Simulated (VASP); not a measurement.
BaTiO3, 5 atoms in the cell. It takes space group Pm-3m (No. 221, cubic). Conventional cell: a = 3.994 Å, b = 3.994 Å, c = 3.994 Å, α = 90.00°, β = 90.00°, γ = 90.00°. Ba (site symmetry m-3m) has 12 O at 2.82 Å and 8 Ti at 3.46 Å within 3.7 Å. Ti (site symmetry m-3m) has 6 O at 2.00 Å within 2.6 Å. O (site symmetry 4/mmm) has 2 Ti at 2.00 Å within 2.6 Å. 

```yaml
Program: VASP 6.6.1
Task: single point
Functional: r2SCAN
Potentials_or_basis: VASP PAW PBE potentials, release 64 (Ba_sv, Ti_sv, O)
Cutoff: 520 eV
k_mesh: 6 × 6 × 6
Occupations: gaussian, width 0.05 eV
Spin: no spin polarisation
Dipole_correction: no
Further_INCAR_settings: ALGO = Normal; EDIFF = 1e-06; NBANDS = 28
```

Potentials or basis: VASP PAW PBE potentials, release 64 (Ba_sv, Ti_sv, O).

The run is started by

```bash
$ cat potpaw_PBE.64/Ba_sv/POTCAR potpaw_PBE.64/Ti_sv/POTCAR potpaw_PBE.64/O/POTCAR > POTCAR
$ cp INCAR.step1 INCAR
$ mpirun -np 1 vasp_std > vasp.out
$ cp INCAR.step2 INCAR
$ mpirun -np 1 vasp_std > vasp.out
```

Hardware: 1 thread of AMD EPYC 7R13, on a shared host.

Task: Estimate the wall time of this run.

Result: It took 2.9 min on 1 thread of AMD EPYC 7R13 (shared host), peak memory 0.16 GiB. Counts: k points 20.
